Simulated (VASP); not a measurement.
# PbS (R3m) in VASP: settings compared, part 2 of 2

VASP 6.6.1. The steps go on from the part before.

### Step 4. Single point, HSE06

Contents of POSCAR:

```
PbS
1.0
    2.1005109573      1.2127305666      3.4301898177
   -2.1005109573      1.2127305666      3.4301898177
    0.0000000000     -2.4254611333      3.4301898176
Pb S
1 1
Direct
    0.9781436759      0.9781436759      0.9781436759
    0.4774576541      0.4774576541      0.4774576541
```

Contents of INCAR.step1:

```
SYSTEM = PbS
PREC = Accurate ; ENCUT = 520
EDIFF = 1E-5 ; ISMEAR = 0
SIGMA = 0.01 ; LREAL = .FALSE.
LASPH = .TRUE. ; NELM = 80
ALGO = Normal ; ISIF = 2
LWAVE = .TRUE. ; GGA = PE
NBANDS = 17
```

Contents of INCAR.step2:

```
SYSTEM = PbS
PREC = Accurate ; ENCUT = 520
EDIFF = 1E-6 ; ISMEAR = 0
SIGMA = 0.01 ; LREAL = .FALSE.
LASPH = .TRUE. ; NELM = 80
ALGO = Normal ; ISIF = 2
LWAVE = .FALSE. ; LCHARG = .TRUE.
GGA = PE ; LHFCALC = .TRUE.
HFSCREEN = 0.2079 ; PRECFOCK = Normal
LELF = .TRUE. ; LVHAR = .TRUE.
ISTART = 1 ; NBANDS = 17
```

Contents of KPOINTS:

```
regular mesh
0
G
  4 4 4
  0 0 0
```

Potentials or basis: VASP PAW PBE potentials, release 64 (Pb_d, S).

Started as:

```bash
$ cat potpaw_PBE.64/Pb_d/POTCAR potpaw_PBE.64/S/POTCAR > POTCAR
$ cp INCAR.step1 INCAR
$ mpirun -np 1 vasp_std > vasp.out
$ cp INCAR.step2 INCAR
$ mpirun -np 1 vasp_std > vasp.out
```

OUTCAR:

```text
SYSTEM = PbS
   PREC = Accurate
   ENCUT = 520
   EDIFF = 1E-6
   ISMEAR = 0
   LREAL = .FALSE.
   LASPH = .TRUE.
   NELM = 80
   ISIF = 2
   GGA = PE
   LHFCALC = .TRUE.
   HFSCREEN = 0.2079
   PRECFOCK = Normal
   ISTART = 1

 ion  position               nearest neighbor table
   1  0.978  0.978  0.978-   2 2.97   2 2.97   2 2.97   2 2.97   2 2.97   2 2.97
   2  0.477  0.477  0.477-   1 2.97   1 2.97   1 2.97   1 2.97   1 2.97   1 2.97

  LATTYP: Found a trigonal (rhomboedric) cell.
 ALAT       =     4.2010788965
 COS(alpha) =     0.5000135635

  Lattice vectors:

 A1 = (   2.1005109573,   1.2127305666,   3.4301898177)
 A2 = (  -2.1005109573,   1.2127305666,   3.4301898177)
 A3 = (   0.0000000000,  -2.4254611333,   3.4301898176)

Analysis of symmetry for initial positions (statically):
=====================================================================
 Subroutine PRICEL returns:
 Original cell was already a primitive cell.

 Routine SETGRP: Setting up the symmetry group for a
 trigonal (rhombohedral) supercell.

 Subroutine GETGRP returns: Found  6 space group operations
 (whereof  6 operations were pure point group operations)
 out of a pool of 12 trial point group operations.

The static configuration has the point symmetry C_3v.

Analysis of symmetry for dynamics (positions and initial velocities):
=====================================================================
 Subroutine PRICEL returns:
 Original cell was already a primitive cell.

 Routine SETGRP: Setting up the symmetry group for a
 trigonal (rhombohedral) supercell.

 Subroutine GETGRP returns: Found  6 space group operations
 (whereof  6 operations were pure point group operations)
 out of a pool of 12 trial point group operations.

The dynamic configuration has the point symmetry C_3v.

 Subroutine INISYM returns: Found  6 space group operations
 (whereof  6 operations are pure point group operations),
[... 108 lines left out ...]
   LORBIT       =      0    0 simple, 1 ext, 2 COOP (PROOUT), +10 PAW based schemes
   GGA     = PE    functional components
   LHFCALC =     T    Hartree Fock is set to
   PRECFOCK=normal    Normal, Fast or Accurate (Low or Medium for compatibility)
   ENCUT4O =  -1.0   cutoff for four orbital integrals eV
   NKREDX  =     1    reduce k-point grid by
   NKREDY  =     1    reduce k-point grid by
   NKREDZ  =     1    reduce k-point grid by
   AEXX    =    0.2500 exact exchange contribution
   HFSCREEN=    0.2079 screening length (either q_TF or 0.3 A-1)
   HFSCREENC=   0.2079 screening length for correlation (either q_TF or 0.3 A-1)
   ENCUTFOCK=  -1.0 apply spherical cutoff to Coloumb kernel
   IVDW    =     0    specifies the selected vdW correction
   LEPSILON=     F    determine dielectric tensor
   LRPA    =     F    only Hartree local field effects (RPA)
 non-spin polarized calculation
 Gauss-broadening in eV      SIGMA  =   0.01
  energy-cutoff  :      520.00
  volume of cell :       52.43
 maximum number of plane-waves:      1428
  NGX = 24; NGY = 24; NGZ = 24

 number of electron      20.0000001 magnetization

 Free energy of the ion-electron system (eV)
  ---------------------------------------------------
  ext. energy  EPLUGINS =         0.00000000
  ---------------------------------------------------
  free energy    TOTEN  =       -10.39193125 eV

  energy without entropy =      -10.39193125  energy(sigma->0) =      -10.39193125

 E-fermi :   5.5349     XC(G=0):  -8.0276

 val. band max:        5.4679156644   @ k =   0.5000   0.0000  -0.0000
 cond. band min:       6.2891964372   @ k =   0.5000   0.0000  -0.0000
 fundamental gap:      0.8212807728
 Fermi energy:         5.5348722768

 k-point     1 :       0.0000    0.0000    0.0000
  band No.  band energies     occupation
      1     -13.1070      2.00000
      2     -13.1070      2.00000
      3     -13.1070      2.00000
      4     -13.1028      2.00000
      5     -13.1028      2.00000
      6      -9.6260      2.00000
[... 237 lines left out ...]
      4     -13.0912      2.00000
      5     -13.0477      2.00000
      6      -7.8114      2.00000
[... 9 lines left out ...]
     16      18.4947      0.00000
     17      18.8297      0.00000

------------------------ aborting loop because EDIFF is reached ----------------------------------------

  FORCE on cell =-STRESS in cart. coord.  units (eV):
  Direction    XX          YY          ZZ          XY          YZ          ZX
  --------------------------------------------------------------------------------------
  -------------------------------------------------------------------------------------
  Total        0.2682183      0.2682183      0.2682136      0.0000000      0.0000000      0.0000000
  in kB        8.1967233      8.1967233      8.1965807      0.0000000      0.0000000      0.0000000
  external PRESSURE =       8.1966758 kB  Pullay stress =       0.0000000 kB

 VOLUME and BASIS-vectors are now :
 -----------------------------------------------------------------------------
  energy-cutoff  :      520.00
  volume of cell :       52.43
      direct lattice vectors                 reciprocal lattice vectors
     2.100510957  1.212730567  3.430189818     0.238037321  0.137430911  0.097176352
    -2.100510957  1.212730567  3.430189818    -0.238037321  0.137430911  0.097176352
     0.000000000 -2.425461133  3.430189818     0.000000000 -0.274861822  0.097176352

 POSITION                                       TOTAL-FORCE (eV/Angst)
 -----------------------------------------------------------------------------------
      0.00000     -0.00000     10.06566         0.000000     -0.000000      0.003083
      0.00000     -0.00000      4.91331         0.000000      0.000000     -0.003083
 -----------------------------------------------------------------------------------
    total drift:                                0.000003      0.000004      0.000052

  FREE ENERGIE OF THE ION-ELECTRON SYSTEM (eV)
  ---------------------------------------------------
  free  energy   TOTEN  =       -10.3919312511 eV

  energy  without entropy=      -10.3919312511  energy(sigma->0) =      -10.39193125
```

OUTCAR.step1:

```text
SYSTEM = PbS
   PREC = Accurate
   ENCUT = 520
   EDIFF = 1E-5
   ISMEAR = 0
   LREAL = .FALSE.
   LASPH = .TRUE.
[... 468 lines left out ...]
      0.00000     -0.00000     10.06566         0.000000     -0.000000      0.004953
      0.00000     -0.00000      4.91331         0.000000      0.000000     -0.004953
 -----------------------------------------------------------------------------------
    total drift:                               -0.000000     -0.000000      0.000096

  FREE ENERGIE OF THE ION-ELECTRON SYSTEM (eV)
  ---------------------------------------------------
  free  energy   TOTEN  =        -8.7454539650 eV

  energy  without entropy=       -8.7454539650  energy(sigma->0) =       -8.74545397
```

It took 8.2 min on 1 thread of AMD EPYC 9R45 (Zen 5), shared host; peak memory 0.26 GiB.

Results:

| Quantity | Value |
| --- | --- |
| Free energy | -10.3919 eV |
| Pressure | 0.8 GPa |
| Largest force | 0.003 eV/Å |
| Band gap on the k mesh | 0.82 eV, direct |

Forces in eV/Å, atoms in the order of the input:
```
Pb   0.000  0.000  0.003
S    0.000  0.000 -0.003
```

Levels at points of the mesh, in eV from the valence-band top:
```
           k point  band 6  band 7  band 8  band 9  band 10  band 11  band 12  band 13  band 14  band 15
(0.00, 0.00, 0.00)  -15.09   -6.41   -2.52   -2.52    -2.52     6.03     6.03     6.03     7.44     7.44
(0.50, 0.00, 0.00)  -13.79   -9.63   -2.12   -2.12     0.00     0.82     2.50     2.50     9.46    11.11
(0.50, 0.50, 0.50)  -13.79   -9.63   -2.12   -2.12     0.00     0.82     2.50     2.50     9.46    11.11
(0.50, 0.50, 0.00)  -13.31   -7.70   -5.81   -3.89    -3.89     4.39     6.46     6.56     6.56    12.20
```

Caveat: the k points lie up to 0.46 Å⁻¹ apart; the PAW data sets were made with another functional, which shifts forces and pressure a little; spin-orbit coupling is left out, which moves the levels of the heavy elements. A k mesh can miss the band edges.

### Step 5. Single point, PBE

Contents of INCAR:

```
SYSTEM = PbS
  PREC = Accurate
  ENCUT = 500
  EDIFF = 1E-6
  ISMEAR = 0
  SIGMA = 0.01
  LREAL = .False.
  LASPH = .True.
  NELM = 120
  ALGO = Normal
  ISIF = 2
  LWAVE = .False.
  LCHARG = .False.
  GGA = PE
  NBANDS = 17
  GGA_COMPAT = .False.
```

Contents of KPOINTS:

```
Automatic mesh
0
Gamma
  4 4 4
  0 0 0
```

POSCAR is that of step 4.

Started as:

```bash
$ cat potpaw_PBE.64/Pb_d/POTCAR potpaw_PBE.64/S/POTCAR > POTCAR
$ mpirun -np 1 vasp_std > vasp.out
```

Wall time 6.1 s (1 thread of Intel Xeon 6975P-C (Granite Rapids), shared host); peak memory 0.17 GiB.

The run converged. Its results:

| Property | Result |
| --- | --- |
| Free energy | -8.7454 eV |
| Pressure | 1.9 GPa |
| Largest force | 0.005 eV/Å |
| Band gap on the k mesh | 0.38 eV, direct |

Forces on the atoms (eV/Å):
```
Pb   0.000  0.000  0.005
S    0.000  0.000 -0.005
```

Levels at points of the mesh, in eV from the valence-band top:
```
           k point  band 6  band 7  band 8  band 9  band 10  band 11  band 12  band 13  band 14  band 15
(0.00, 0.00, 0.00)  -13.55   -6.04   -2.14   -2.14    -2.14     5.20     5.20     5.20     6.75     6.75
(0.50, 0.00, 0.00)  -12.32   -8.81   -1.76   -1.76     0.00     0.38     1.98     1.98     8.66    10.14
(0.50, 0.50, 0.50)  -12.32   -8.81   -1.76   -1.76     0.00     0.38     1.98     1.98     8.66    10.14
(0.50, 0.50, 0.00)  -11.90   -7.19   -5.15   -3.40    -3.40     3.89     5.56     5.67     5.67    11.18
```

Caveat: the k points lie up to 0.46 Å⁻¹ apart; spin-orbit coupling is left out, which moves the levels of the heavy elements. A k mesh can miss the band edges.

### Step 6. Single point, LDA

Contents of INCAR:

```
ALGO = Normal ; EDIFF = 1E-6
ENCUT = 500 ; GGA_COMPAT = False
ISIF = 2 ; ISMEAR = 0
LASPH = True ; LCHARG = False
LREAL = False ; LWAVE = False
NBANDS = 17 ; NELM = 120
PREC = Accurate ; SIGMA = 0.01
```

Contents of KPOINTS:

```
k-points
0
Gamma
  4 4 4
```

POSCAR is that of step 5.

Potentials or basis: VASP PAW LDA potentials, release 64 (Pb_d, S).

Started as:

```bash
$ cat potpaw_LDA.64/Pb_d/POTCAR potpaw_LDA.64/S/POTCAR > POTCAR
$ mpirun -np 1 vasp_std > vasp.out
```

It took 5.3 s on 1 thread of Intel Xeon 6975P-C (Granite Rapids), shared host; peak memory 0.15 GiB.

Results (log left out):

- Free energy: -9.9639 eV
- Pressure: -2.7 GPa
- Largest force: 0.013 eV/Å
- Band gap on the k mesh: 0.22 eV, direct

Forces on the atoms (eV/Å):
```
Pb   0.000  0.000  0.013
S    0.000  0.000 -0.013
```

Levels at points of the mesh, in eV from the valence-band top:
```
           k point  band 6  band 7  band 8  band 9  band 10  band 11  band 12  band 13  band 14  band 15
(0.00, 0.00, 0.00)  -13.52   -6.09   -2.13   -2.13    -2.13     5.06     5.06     5.06     6.66     6.66
(0.50, 0.00, 0.00)  -12.25   -8.90   -1.73   -1.73     0.00     0.22     1.85     1.85     8.47    10.10
(0.50, 0.50, 0.50)  -12.25   -8.90   -1.73   -1.73     0.00     0.23     1.85     1.85     8.47    10.10
(0.50, 0.50, 0.00)  -11.82   -7.27   -5.21   -3.43    -3.43     3.75     5.45     5.55     5.55    11.18
```

Caveat: the k points lie up to 0.46 Å⁻¹ apart; spin-orbit coupling is left out, which moves the levels of the heavy elements.

### Step 7. The runs side by side

| level | potentials or basis | k mesh | cutoff (eV) | grid for exact exchange (PRECFOCK) | screening parameter | gap on the mesh (eV) | pressure (GPa) |
| --- | --- | --- | --- | --- | --- | --- | --- |
| r2SCAN | VASP PAW PBE potentials, release 64 (Pb_d, S) | 6 × 6 × 6 | 520 | - | - | 0.64 | 1.0 |
| r2SCAN | VASP PAW PBE potentials, release 64 (Pb_d, S) | 6 × 6 × 6, shifted | 520 | - | - | 1.28 | 1.0 |
| HSE06 | VASP PAW PBE potentials, release 64 (Pb_d, S) | 4 × 4 × 4 | 520 | Normal | 0.2079 1/Å | 0.82 | 0.8 |
| PBE | VASP PAW PBE potentials, release 64 (Pb_d, S) | 4 × 4 × 4 | 500 | - | - | 0.38 | 1.9 |
| LDA | VASP PAW LDA potentials, release 64 (Pb_d, S) | 4 × 4 × 4 | 500 | - | - | 0.22 | -2.7 |

Alike in all rows: task single point; no spin polarisation; cell as given; smearing gaussian 0.01 eV.

Caveats: some runs use coarse meshes; spin-orbit coupling is left out, which moves the levels of the heavy elements; the PAW data sets were made with another functional, which shifts forces and pressure a little (some runs).

Total energies depend on the potentials used, so only differences within one code and one set of settings carry meaning.
